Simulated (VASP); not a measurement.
Input of a VASP 6.6.1 run:

The input INCAR:

```
SYSTEM = Te2Br3
  ALGO = Normal
  EDIFF = 1E-6
  EDIFFG = -0.04
  ENCUT = 600
  GGA = PE
  IBRION = 2
  ISIF = 3
  ISMEAR = 0
  LASPH = .TRUE.
  LCHARG = .FALSE.
  LREAL = .FALSE.
  LWAVE = .FALSE.
  NELM = 80
  NSW = 90
  PREC = Accurate
  SIGMA = 0.1
```

The input KPOINTS:

```
k-points
0
G
  6 6 2
  0 0 0
```

The input POSCAR:

```
Te2Br3
1.0
    4.8245790447      0.0000000000      0.0000000000
   -2.4122895223      4.1782080152      0.0000000000
    0.0000000000      0.0000000000      7.5062613055
Te Br
2 3
Direct
    0.3333333333      0.6666666667      0.2450000000
    0.6666666667      0.3333333333      0.7550000000
    0.0000000000      0.0000000000      0.0000000000
    0.3333333333      0.6666666667      0.6450000000
    0.6666666667      0.3333333333      0.3550000000
```

Potentials or basis: VASP PAW PBE potentials, release 64 (Te, Br).

Launch:

```console
$ cat potpaw_PBE.64/Te/POTCAR potpaw_PBE.64/Br/POTCAR > POTCAR
$ mpirun -np 1 vasp_std > vasp.out
```

(1) What does it give for the relaxed volume?

(2) Predict the relaxed cell.

Results:

(1) 36.56 Å³/atom.

(2) a = 4.861 Å, b = 4.861 Å, c = 8.932 Å, α = 90.00°, β = 90.00°, γ = 120.00°.

Caveat: the k points lie up to 0.35 Å⁻¹ apart in the final cell; the volume moved by over 15 % at a fixed basis, so the end points are rough; this functional lacks dispersion, which binds the layers, so the pressure and a relaxed spacing across them are unreliable; an odd number of electrons without spin polarisation forces a metal; a magnetic or distorted state may lie lower.
